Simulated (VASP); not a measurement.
Bi, 1 atom in the cell. The typed cell holds 1 atom: a = 3.530 Å, b = 3.530 Å, c = 3.530 Å, α = 120.00°, β = 120.00°, γ = 90.01°. This isn't the form of Bi at room conditions, which is rhombohedral. This cell differs from its parent crystal: ratio of the length along z to the lengths across it x 1.414, volume and fractional coordinates fixed.

```yaml
Program: VASP 6.6.1
Task: single point
Functional: PBEsol
Potentials_or_basis: VASP PAW PBE potentials, release 64 (Bi_d)
Cutoff: 520 eV
k_mesh: 18 × 18 × 18
Occupations: gaussian, width 0.15 eV
Spin: no spin polarisation
Dipole_correction: no
Further_INCAR_settings: ALGO = Fast; EDIFF = 1e-06; NBANDS = 14
```

Potentials or basis: VASP PAW PBE potentials, release 64 (Bi_d).

Run with:

```bash
$ cat potpaw_PBE.64/Bi_d/POTCAR > POTCAR
$ mpirun -np 1 vasp_std > vasp.out
```

Hardware: 1 thread of Intel Xeon 8259CL (shared host).

Question: How long does it take, and how much memory?

Answer: Wall time 5.6 min on 1 thread of Intel Xeon 8259CL, with other jobs on the host, peak memory 0.31 GiB. Counts: scf iterations 12, k points 480.
